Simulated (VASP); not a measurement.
# Si62Sb (a cell with a defect) in VASP: single point with PBE

Aim: the single point of Si62Sb (a cell with a defect) with PBE.

Program: VASP 6.6.1. These are calculated values, not measurements. Logs are shortened: lines on timing, memory, paths and dates and some standing lists are left out, and cuts for length are marked.

### 1 The cell of the first run

The cell holds a defect, 63 atoms: a = 10.860 Å, b = 10.860 Å, c = 10.860 Å, α = 90.00°, β = 90.00°, γ = 90.00°.

### 2 Single point, PBE, collinear spin

The input, INCAR:

```
SYSTEM = Si62Sb
  PREC = Accurate
  ENCUT = 520
  EDIFF = 1E-6
  ISMEAR = 0
  SIGMA = 0.02
  LREAL = Auto
  LASPH = .TRUE.
  NELM = 150
  ALGO = Normal
  ISIF = 2
  LWAVE = .FALSE.
  LCHARG = .TRUE.
  ISPIN = 2
  MAGMOM = 0 0 0 0 0 0 0 0 0 0 0 0 0 0 0 0 0 0 0 0 0 0 0 0 0 0 0 0 0 0 0 0 0 0 0 0 0 0 0 0 0 0 0 0 0 0 0 0 0 0 0 0 0 0 0 0 0 0 0 0 0 0 1
  LORBIT = 11
  GGA = PE
  LELF = .TRUE.
  LVHAR = .TRUE.
  NELECT = 255.0
  NBANDS = 168
```

The input, KPOINTS:

```
Automatic mesh
0
G
  1 1 1
  0 0 0
```

The input, POSCAR:

```
Si62Sb
1.0
   10.8600000000      0.0000000000      0.0000000000
    0.0000000000     10.8600000000      0.0000000000
    0.0000000000      0.0000000000     10.8600000000
Si Sb
62 1
Direct
    0.4994342247     -0.0012832181     -0.0000682323
    0.6243897546      0.1245385360      0.1255975557
    0.7503386721      0.2482990639      0.0004906284
    0.8755923120      0.3746158807      0.1253841193
    0.7484488790     -0.0015511210      0.2516972900
    0.8745759379      0.1245759379      0.3754240621
   -0.0017009361      0.0003386721      0.0004906284
    0.1246158807      0.1255923120      0.1253841193
    0.2500642558      0.2505426699     -0.0000642558
    0.3757003510      0.3765943833      0.1234056167
    0.5056317342      0.4997883782      0.0002116218
    0.6256649839      0.6248745461      0.1269275484
    0.7487167819      0.7494342247     -0.0000682323
    0.8745385360      0.8743897546      0.1255975557
    0.2495093716      0.0003386721      0.2517009361
    0.3761909952      0.1249275560      0.3750724440
    0.4993439463      0.2502762133      0.2497237867
    0.6243897546      0.3744024443      0.3754614640
    0.7503386721      0.4995093716      0.2517009361
    0.8749275560      0.6261909952      0.3750724440
    0.4971440005     -0.0033599729      0.5033599729
    0.6231907385      0.1227754670      0.6268092615
    0.7484488790      0.2483027100      0.5015511210
    0.8745385360      0.3744024443      0.6256102454
    0.7466400271     -0.0033599729      0.7528559995
    0.8749275560      0.1249275560      0.8738090048
    0.0005426699      0.5000642558     -0.0000642558
    0.1265943833      0.6257003510      0.1234056167
    0.2497883782      0.7556317342      0.0002116218
    0.3748745461      0.8756649839      0.1269275484
   -0.0007184919      0.2492815081      0.2507184919
    0.1246158807      0.3746158807      0.3744076880
    0.2500642558      0.5000642558      0.2494573301
    0.3747252532      0.6247252532      0.3755719591
    0.4992051167      0.7492051167      0.2508880346
    0.6231907385      0.8731907385      0.3772245330
   -0.0016972900     -0.0015511210      0.5015511210
    0.1244024443      0.1245385360      0.6256102454
    0.2495093716      0.2482990639      0.4996613279
    0.3748745461      0.3730724516      0.6243350161
    0.4994342247      0.5000682323      0.5012832181
    0.6204858994      0.6240002702      0.6295141006
    0.7466400271      0.7471440005      0.5033599729
    0.8727754670      0.8731907385      0.6268092615
    0.2500682323     -0.0012832181      0.7505657753
    0.3747252532      0.1244280409      0.8752747468
    0.4992051167      0.2491119654      0.7507948833
    0.6256649839      0.3730724516      0.8751254539
    0.7487167819      0.5000682323      0.7505657753
    0.8744280409      0.6247252532      0.8752747468
    0.0002762133      0.7493439463      0.2497237867
    0.1244024443      0.8743897546      0.3754614640
   -0.0017009361      0.4995093716      0.4996613279
    0.1230724516      0.6248745461      0.6243350161
    0.2500682323      0.7494342247      0.5012832181
    0.3740002702      0.8704858994      0.6295141006
    0.0002762133      0.2502762133      0.7506560537
    0.1265943833      0.3765943833      0.8742996490
    0.2497883782      0.4997883782      0.7443682658
    0.6204858994      0.8704858994      0.8759997298
   -0.0008880346      0.7492051167      0.7507948833
    0.1230724516      0.8756649839      0.8751254539
    0.4128348028      0.6628348028      0.8371651972
```

Potentials or basis: VASP PAW PBE potentials, release 64 (Si, Sb).

Command:

```console
> cat potpaw_PBE.64/Si/POTCAR potpaw_PBE.64/Sb/POTCAR > POTCAR
> mpirun -np 1 vasp_gam > vasp.out
```

OUTCAR:

```text
SYSTEM = Si62Sb
   PREC = Accurate
   ENCUT = 520
   EDIFF = 1E-6
   ISMEAR = 0
   LREAL = Auto
   LASPH = .TRUE.
   NELM = 150
   ISIF = 2
   ISPIN = 2
   LORBIT = 11
   GGA = PE
   NELECT = 255.0

 ion  position               nearest neighbor table
   1  0.499  0.999  1.000-  60 2.34  30 2.35  46 2.35   2 2.36
   2  0.624  0.125  0.126-   3 2.35  17 2.35   5 2.36   1 2.36
   3  0.750  0.248  0.000-  26 2.35  48 2.35   2 2.35   4 2.36
   4  0.876  0.375  0.125-  31 2.35  27 2.36  19 2.36   3 2.36
   5  0.748  0.998  0.252-   6 2.36  36 2.36  14 2.36   2 2.36
   6  0.875  0.125  0.375-  31 2.35  23 2.36   5 2.36  37 2.36
[... 54 lines left out ...]
  61  0.999  0.749  0.751-  50 2.34  44 2.35  54 2.35  62 2.35
  62  0.123  0.876  0.875-  29 2.33  45 2.35  61 2.35   7 2.35
  63  0.413  0.663  0.837-  11 2.70  29 2.70  59 2.70  56 3.22  42 3.22  60 3.22

  LATTYP: Found a simple cubic cell.
 ALAT       =    10.8600000000

  Lattice vectors:

 A1 = (  10.8600000000,   0.0000000000,   0.0000000000)
 A2 = (   0.0000000000,  10.8600000000,   0.0000000000)
 A3 = (   0.0000000000,   0.0000000000,  10.8600000000)

Analysis of symmetry for initial positions (statically):
=====================================================================
 Subroutine PRICEL returns:
 Original cell was already a primitive cell.

 Routine SETGRP: Setting up the symmetry group for a
 simple cubic supercell.

 Subroutine GETGRP returns: Found  6 space group operations
 (whereof  1 operations were pure point group operations)
 out of a pool of 48 trial point group operations.

The static configuration has the point symmetry C_1 .
 The point group associated with its full space group is C_3v.

Analysis of symmetry for dynamics (positions and initial velocities):
=====================================================================
 Subroutine PRICEL returns:
 Original cell was already a primitive cell.

 Routine SETGRP: Setting up the symmetry group for a
 simple cubic supercell.

 Subroutine GETGRP returns: Found  6 space group operations
 (whereof  1 operations were pure point group operations)
 out of a pool of 48 trial point group operations.

The dynamic configuration has the point symmetry C_1 .
 The point group associated with its full space group is C_3v.

Analysis of structural, dynamic, and magnetic symmetry:
=====================================================================
 Subroutine PRICEL returns:
 Original cell was already a primitive cell.

 Routine SETGRP: Setting up the symmetry group for a
 simple cubic supercell.

 Subroutine GETGRP returns: Found  6 space group operations
 (whereof  1 operations were pure point group operations)
 out of a pool of 48 trial point group operations.

The overall configuration has the point symmetry C_1 .
 The point group associated with its full space group is C_3v.

 Subroutine INISYM returns: Found  6 space group operations
 (whereof  1 operations are pure point group operations),
 and found     1 'primitive' translations

----------------------------------------------------------------------------------------

                                     Primitive cell

  volume of cell :    1280.8241

  direct lattice vectors                    reciprocal lattice vectors
    10.860000000  0.000000000  0.000000000     0.092081031  0.000000000  0.000000000
     0.000000000 10.860000000  0.000000000     0.000000000  0.092081031  0.000000000
     0.000000000  0.000000000 10.860000000     0.000000000  0.000000000  0.092081031

  length of vectors
    10.860000000 10.860000000 10.860000000     0.092081031  0.092081031  0.092081031

  position of ions in fractional coordinates (direct lattice)
     0.499434225  0.998716782  0.999931768
     0.624389755  0.124538536  0.125597556
     0.750338672  0.248299064  0.000490628
     0.875592312  0.374615881  0.125384119
     0.748448879  0.998448879  0.251697290
[... 170 lines left out ...]
   ENCUT  =  520.0 eV  38.22 Ry    6.18 a.u.  20.19 20.19 20.19*2*pi/ulx,y,z
   NELM   =    150;   NELMIN=  2; NELMDL= -5     # of ELM steps
   EDIFF  = 0.1E-05   stopping-criterion for ELM
   LREAL  =      T    real-space projection
   EDIFFG = 0.1E-04   stopping-criterion for IOM
   NSW    =      0    number of steps for IOM
   IBRION =     -1    ionic relax: 0-MD 1-quasi-New 2-CG
   NFREE  =      0    steps in history (QN), initial steepest desc. (CG)
   ISIF   =      2    stress and relaxation
   ISYM   =      2    0-nonsym 1-usesym 2-fastsym
   POTIM  = 0.5000    time-step for ionic-motion
   TEBEG  =    0.0;   TEEND  =   0.0 temperature during run
   PSTRESS=    0.0 pullay stress
   NELECT =     255.0000    total number of electrons
   NUPDOWN=      -1.0000    fix difference up-down
   EMIN   =  10.00;   EMAX   =-10.00  energy-range for DOS
   EFERMI =   0.00;   METHOD = LEGACY
   ISMEAR =     0;   SIGMA  =   0.02  broadening in eV -4-tet -1-fermi 0-gaus
   EFERMI_NEDOS =   21; number of points for ismear=-14 and -15
   IALGO  =     38    algorithm
   IMIX   =      4    mixing-type and parameters
     AMIX     =   0.40;   BMIX     =  1.00
     AMIX_MAG =   1.60;   BMIX_MAG =  1.00
  volume/ion in A,a.u.               =      20.33       137.20
  Fermi-wavevector in a.u.,A,eV,Ry     =   0.955928  1.806441 12.432975  0.913798
  Thomas-Fermi vector in A             =   2.084810
   LORBIT       =     11    0 simple, 1 ext, 2 COOP (PROOUT), +10 PAW based schemes
   GGA     = PE    functional components
   LHFCALC =     F    Hartree Fock is set to
   AEXX    =    0.0000 exact exchange contribution
   IVDW    =     0    specifies the selected vdW correction
   LEPSILON=     F    determine dielectric tensor
   LRPA    =     F    only Hartree local field effects (RPA)
 spin polarized calculation
 Gauss-broadening in eV      SIGMA  =   0.02
  energy-cutoff  :      520.00
  volume of cell :     1280.82
 maximum number of plane-waves:     17229
 NGX is ok and might be reduce to    84
   NGX = 41   NGY = 41   NGZ = 41

 number of electron     254.9999985 magnetization       3.0047467

 Free energy of the ion-electron system (eV)
  ---------------------------------------------------
  ext. energy  EPLUGINS =         0.00000000
  ---------------------------------------------------
  free energy    TOTEN  =      -318.16169201 eV

  energy without entropy =     -318.15040822  energy(sigma->0) =     -318.15605011

 E-fermi :   6.3904     XC(G=0):  -9.4086

 val. band max:        6.2609841533   @ k =   0.0000   0.0000   0.0000
 cond. band min:       6.3904140940   @ k =   0.0000   0.0000   0.0000
 fundamental gap:      0.1294299406
 Fermi energy:         6.3904140940

 spin component 1

 k-point     1 :       0.0000    0.0000    0.0000
  band No.  band energies     occupation
      1      -6.1792      1.00000
      2      -5.1263      1.00000
      3      -5.1263      1.00000
      4      -5.1095      1.00000
      5      -5.1024      1.00000
      6      -5.1024      1.00000
[... 131 lines left out ...]
    138       6.9547      0.00000
    139       6.9613      0.00000
 Fermi energy:         6.3904140940

 spin component 2

 k-point     1 :       0.0000    0.0000    0.0000
  band No.  band energies     occupation
      1      -6.1380      1.00000
      2      -5.0854      1.00000
      3      -5.0854      1.00000
      4      -5.0728      1.00000
      5      -5.0620      1.00000
      6      -5.0620      1.00000
[... 131 lines left out ...]
    138       7.0184      0.00000
    139       7.0184      0.00000
 [bands above 139 left out]

------------------------ aborting loop because EDIFF is reached ----------------------------------------

  FORCE on cell =-STRESS in cart. coord.  units (eV):
  Direction    XX          YY          ZZ          XY          YZ          ZX
  --------------------------------------------------------------------------------------
  -------------------------------------------------------------------------------------
  Total       36.9434447     36.9434447     36.9434447     -0.7565572      0.7565572      0.7565572
  in kB       46.2123969     46.2123969     46.2123969     -0.9463741      0.9463741      0.9463741
  external PRESSURE =      46.2123969 kB  Pullay stress =       0.0000000 kB

 VOLUME and BASIS-vectors are now :
 -----------------------------------------------------------------------------
  energy-cutoff  :      520.00
  volume of cell :     1280.82
      direct lattice vectors                 reciprocal lattice vectors
    10.860000000  0.000000000  0.000000000     0.092081031  0.000000000  0.000000000
     0.000000000 10.860000000  0.000000000     0.000000000  0.092081031  0.000000000
     0.000000000  0.000000000 10.860000000     0.000000000  0.000000000  0.092081031

 POSITION                                       TOTAL-FORCE (eV/Angst)
 -----------------------------------------------------------------------------------
      5.42386     10.84606     10.85926         0.001739      0.000729      0.000419
      6.78087      1.35249      1.36399        -0.001332     -0.007059     -0.001739
      8.14868      2.69653      0.00533        -0.000531      0.004298      0.004241
      9.50893      4.06833      1.36167        -0.000640      0.001069     -0.001069
      8.12815     10.84315      2.73343         0.001654      0.001654      0.002984
      9.49789      1.35289      4.07711         0.000009      0.000009     -0.000009
[... 55 lines left out ...]
      1.33657      9.50972      9.50386        -0.006753      0.003434      0.002079
      4.48339      7.19839      9.09161         0.031026      0.031026     -0.031026
 -----------------------------------------------------------------------------------
    total drift:                                0.012043      0.012043     -0.012044

  FREE ENERGIE OF THE ION-ELECTRON SYSTEM (eV)
  ---------------------------------------------------
  free  energy   TOTEN  =      -318.1616920081 eV

  energy  without entropy=     -318.1504082164  energy(sigma->0) =     -318.15605011

 total charge

# of ion       s       p       d       tot
------------------------------------------
    1        0.743   0.957   0.000   1.700
    2        0.744   0.954   0.000   1.698
    3        0.743   0.961   0.000   1.705
    4        0.741   0.959   0.000   1.699
    5        0.742   0.959   0.000   1.700
    6        0.740   0.959   0.000   1.698
[... 55 lines left out ...]
   62        0.741   0.966   0.000   1.707
   63        1.248   1.145   0.043   2.437
--------------------------------------------------
tot         47.394  60.315   0.043 107.752

 magnetization (x)

# of ion       s       p       d       tot
------------------------------------------
    1        0.004   0.014   0.000   0.018
    2        0.002   0.015   0.000   0.017
    3        0.004   0.005   0.000   0.009
    4        0.001   0.005   0.000   0.005
    5        0.003   0.002   0.000   0.005
    6       -0.001   0.003   0.000   0.002
[... 55 lines left out ...]
   62        0.002   0.005   0.000   0.007
   63        0.002  -0.003   0.012   0.012
--------------------------------------------------
tot          0.221   0.683   0.012   0.916
```

Run time: 26 min. Hardware: 1 thread of Intel Xeon 8259CL, shared host; peak memory 1.4 GiB.

What came out:

| Property | Result |
| --- | --- |
| Free energy | -318.1617 eV |
| Largest force | 0.054 eV/Å |
| Net moment | 3.00 μB per cell |
| Site moments | Si +0.02, +0.01, +0.00, +0.03, -0.00, +0.12 (each value once); Sb +0.01 μB |
| Valence electrons inside the program's atomic spheres | Si 1.70, 1.71, 1.69, 1.67 (each value once); Sb 2.44 |

Forces on the atoms (eV/Å):
```
Si   0.002  0.001  0.000
Si  -0.001 -0.007 -0.002
Si  -0.001  0.004  0.004
Si  -0.001  0.001 -0.001
Si   0.002  0.002  0.003
Si   0.000  0.000  0.000
Si   0.004 -0.001  0.004
Si   0.001 -0.001 -0.001
Si   0.000  0.003  0.000
Si  -0.002 -0.005  0.005
Si   0.017 -0.028  0.028
Si   0.003 -0.002  0.007
Si   0.001  0.002  0.000
Si  -0.007 -0.001 -0.002
Si  -0.004 -0.001 -0.004
Si   0.005 -0.003  0.003
Si   0.000  0.001 -0.001
Si  -0.001  0.002  0.007
Si  -0.001 -0.004 -0.004
Si  -0.003  0.005  0.003
Si   0.001  0.001 -0.001
Si   0.004 -0.002 -0.004
Si   0.002 -0.003 -0.002
Si  -0.007  0.002  0.001
Si   0.001  0.001 -0.001
Si  -0.003 -0.003 -0.005
Si   0.003  0.000  0.000
Si  -0.005 -0.002  0.005
Si  -0.028  0.017  0.028
Si  -0.002  0.003  0.007
Si  -0.002 -0.002  0.002
Si   0.001  0.001  0.001
Si   0.000  0.000 -0.003
Si   0.000  0.000 -0.003
Si   0.002  0.002 -0.003
Si   0.004  0.004  0.002
Si  -0.003  0.002 -0.002
Si   0.002 -0.007  0.001
Si  -0.004  0.004  0.001
Si  -0.002 -0.007 -0.003
Si   0.002  0.000 -0.001
Si   0.010  0.000 -0.010
Si   0.001  0.001 -0.001
Si  -0.002  0.004 -0.004
Si   0.000  0.001 -0.002
Si   0.000  0.003  0.000
Si   0.002  0.003 -0.002
Si   0.003 -0.007  0.002
Si   0.001  0.000 -0.002
Si   0.003  0.000  0.000
Si   0.001  0.000 -0.001
Si   0.002 -0.001  0.007
Si   0.004 -0.004  0.001
Si  -0.007 -0.002 -0.003
Si   0.000  0.002 -0.001
Si   0.000  0.010 -0.010
Si   0.001  0.001  0.000
Si  -0.005 -0.005  0.002
Si  -0.028 -0.028 -0.017
Si   0.010  0.010  0.000
Si   0.003  0.002 -0.002
Si  -0.007  0.003  0.002
Sb   0.031  0.031 -0.031
```

Caveat: the k points lie up to 0.58 Å⁻¹ apart; the cell carries a net charge on a neutralising background, which shifts energy and pressure; the cell is charged against a uniform background, so pressure and absolute levels hang on convention; spin-orbit coupling is left out, which moves the levels of the heavy elements.
